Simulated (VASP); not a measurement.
# SrO (dq5): single point with LDA

SrO (dq5):

```
CELL_PARAMETERS angstrom
0.00000 2.58066 2.58066
2.58066 0.00000 2.58066
2.58066 2.58066 0.00000
ATOMIC_POSITIONS crystal
Sr 0.00000 0.00000 0.00000
O 0.50000 0.50000 0.50000
```

- Program: VASP 6.6.1
- Task: single point
- Functional: LDA
- Potentials or basis: VASP PAW LDA potentials, release 64 (Sr_sv, O)
- Cutoff: 520 eV
- k mesh: 6 × 6 × 6
- Occupations: gaussian, width 0.1 eV
- Spin: no spin polarisation
- Dipole correction: no
- Further INCAR settings: ALGO = Normal; EDIFF = 1e-06; NBANDS = 15

```yaml
Pressure: -4.6 GPa
Band_gap_on_the_k_mesh: 3.11 eV, indirect (least direct gap 3.20 eV)
```

Levels at points of the mesh, in eV from the valence-band top:
| k point | band 5 | band 6 | band 7 | band 8 | band 9 | band 10 | band 11 | band 12 |
| --- | --- | --- | --- | --- | --- | --- | --- | --- |
| (0.00, 0.00, 0.00) | -13.86 | 0.00 | 0.00 | 0.00 | 3.72 | 6.08 | 6.08 | 6.08 |
| (0.50, 0.00, 0.00) | -12.57 | -2.22 | -1.14 | -1.14 | 6.40 | 8.18 | 8.74 | 8.74 |
| (0.50, 0.50, 0.00) | -14.23 | -0.45 | -0.09 | -0.09 | 3.11 | 7.67 | 10.08 | 10.11 |

Run time: 13 s on 1 thread of AMD EPYC 7R43 64-Core Processor (Zen 3), with other jobs on the host, peak memory 0.11 GiB.

A k mesh can miss the band edges. A hybrid or GW would open this gap; LDA tends to underestimate it.
